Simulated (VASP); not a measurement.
Ir, 1 atom in the cell. It takes space group I4/mmm (No. 139, tetragonal). Conventional cell: a = 2.715 Å, b = 2.715 Å, c = 3.407 Å, α = 90.00°, β = 90.00°, γ = 90.00°. Ir (site symmetry 4/mmm) has 14 Ir at 2.57 to 3.41 Å within 3.5 Å.  This cell differs from its parent crystal: strain -0.1125 x Voigt [0, 0, 1, 0, 0, 0].

| Item | Value |
| --- | --- |
| Program | VASP 6.6.1 |
| Task | single point |
| Functional | r2SCAN |
| Potentials or basis | VASP PAW PBE potentials, release 64 (Ir) |
| Cutoff | 520 eV |
| k mesh | 22 × 22 × 22 |
| Occupations | gaussian, width 0.15 eV |
| Spin | no spin polarisation |
| Dipole correction | no |
| Further INCAR settings | ALGO = Normal; EDIFF = 1e-06; NBANDS = 10 |

Potentials or basis: VASP PAW PBE potentials, release 64 (Ir).

The run is started by

```sh
$ cat potpaw_PBE.64/Ir/POTCAR > POTCAR
$ cp INCAR.step1 INCAR
$ mpirun -np 1 vasp_std > vasp.out
$ cp INCAR.step2 INCAR
$ mpirun -np 1 vasp_std > vasp.out
```

Hardware: 1 thread of Intel(R) Xeon(R) Platinum 8488C (Sapphire Rapids), with other jobs on the host.

Question: Estimate the wall time of this run.

Answer: Wall time 3.3 min on 1 thread of Intel(R) Xeon(R) Platinum 8488C (Sapphire Rapids), with other jobs on the host, peak memory 0.23 GiB. Counts: k points 834.
